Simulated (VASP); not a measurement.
NaCl, 2 atoms in the cell. Symmetry: Fm-3m, No. 225, cubic system. Conventional cell: a = 5.605 Å, b = 5.605 Å, c = 5.605 Å, α = 90.00°, β = 90.00°, γ = 90.00°. Within 3.7 Å of Na (site symmetry m-3m) lie 6 Cl at 2.80 Å. Within 3.7 Å of Cl (site symmetry m-3m) lie 6 Na at 2.80 Å. 

| Quantity | Value |
| --- | --- |
| Program | VASP 6.6.1 |
| Task | single point |
| Functional | PBE-based screened hybrid with 10 % exact exchange |
| Potentials or basis | VASP PAW PBE potentials, release 64 (Na_pv, Cl) |
| Cutoff | 520 eV |
| k mesh | 4 × 4 × 4 |
| Occupations | gaussian, width 0.01 eV |
| Spin | no spin polarisation |
| Dipole correction | no |
| Grid for exact exchange (PRECFOCK) | Normal |
| Share of exact exchange | 0.1 |
| Further INCAR settings | ALGO = Normal; EDIFF = 1e-06; NBANDS = 14 |
| Screening parameter | 0.1 1/Å |

Potentials or basis: VASP PAW PBE potentials, release 64 (Na_pv, Cl).

Run with:

```sh
$ cat potpaw_PBE.64/Na_pv/POTCAR potpaw_PBE.64/Cl/POTCAR > POTCAR
$ cp INCAR.step1 INCAR
$ mpirun -np 1 vasp_std > vasp.out
$ cp INCAR.step2 INCAR
$ mpirun -np 1 vasp_std > vasp.out
```

Hardware: 1 thread of Intel(R) Xeon(R) Platinum 8375C CPU @ 2.90GHz (Ice Lake) (shared host).

Task: Estimate the wall time of this run.

Result: It took 100 s on 1 thread of Intel(R) Xeon(R) Platinum 8375C CPU @ 2.90GHz (Ice Lake), on a shared host, peak memory 0.26 GiB. Counts: k points 8.
